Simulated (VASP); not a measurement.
A run of VASP 6.6.1 is set up as follows.

Contents of INCAR:

```
SYSTEM = Pd
PREC = Accurate ; ENCUT = 520
EDIFF = 1E-6 ; ISMEAR = -1
SIGMA = 0.1 ; LREAL = .FALSE.
LASPH = .TRUE. ; NELM = 60
ALGO = Normal ; ISIF = 2
LWAVE = .FALSE. ; LCHARG = .TRUE.
GGA = PS ; LELF = .TRUE.
LVHAR = .TRUE. ; NBANDS = 11
```

KPOINTS

```
regular mesh
0
G
  20 20 20
  0 0 0
```

Contents of POSCAR:

```
Pd
1.0
    0.0000000000      1.9388955742      1.9388955742
    1.9388955742      0.0000000000      1.9388955742
    1.9388955742      1.9388955742      0.0000000000
Pd
1
Direct
    0.0000000000      0.0000000000      0.0000000000
```

Potentials or basis: VASP PAW PBE potentials, release 64 (Pd).

Command:

```console
$ cat potpaw_PBE.64/Pd/POTCAR > POTCAR
$ mpirun -np 1 vasp_std > vasp.out
```

(1) Estimate the pressure.

(2) What does it give for the band gap on the k mesh?

Results:

(1) -0.4 GPa.

(2) zero (band 5 reaches 10.12 eV, above the bottom of band 6 at 8.50 eV).

Caveat: the PAW data sets were made with another functional, which shifts forces and pressure a little.
